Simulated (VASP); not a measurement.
Write the native input for VASP 6.6.1 that does the following.

* Task: single point
* Functional: PBEsol
* Potentials or basis: VASP PAW PBE potentials, release 64 (Bi_d)
* Cutoff: 520 eV
* k mesh: 9 × 9 × 9
* Occupations: fermi-dirac, width 0.05 eV
* Spin: no spin polarisation
* Dipole correction: no
* Further INCAR settings: ALGO = Normal; EDIFF = 1e-06; NBANDS = 14

The structure of Bi lies in POSCAR:

```
Bi
1.0
   -1.8763314174      1.8763314174      1.8763314174
    1.8763314174     -1.8763314174      1.8763314174
    1.8763314174      1.8763314174     -1.8763314174
Bi
1
Direct
    0.0000000000      0.0000000000      0.0000000000
```

One way to write it, as run:

INCAR

```
PREC     = Accurate       # precision mode
ENCUT    = 520            # plane-wave cutoff, eV
EDIFF    = 1E-6           # SCF threshold, eV
ISMEAR   = -1             # smearing method
SIGMA    = 0.05           # smearing width, eV
LREAL    = F              # projectors in reciprocal space
LASPH    = T              # aspherical terms in the spheres
NELM     = 80             # most SCF steps
ALGO     = Normal         # electronic algorithm
ISIF     = 2              # what is computed and relaxed
LWAVE    = F              # write WAVECAR
LCHARG   = F              # write CHGCAR
GGA      = PS             # functional
NBANDS   = 14             # bands
```

KPOINTS

```
Automatic mesh
0
Gamma
  9 9 9
```

Potentials or basis: VASP PAW PBE potentials, release 64 (Bi_d).

The run is started by

```bash
$ cat potpaw_PBE.64/Bi_d/POTCAR > POTCAR
$ mpirun -np 1 vasp_std > vasp.out
```

Results of the run:

The pressure is 9.9 GPa.

Caveat: the PAW data sets were made with another functional, which shifts forces and pressure a little.

Run time: 9.6 s on 1 thread of AMD EPYC 7R43 64-Core Processor (Zen 3), on a shared host, peak memory 0.1 GiB.
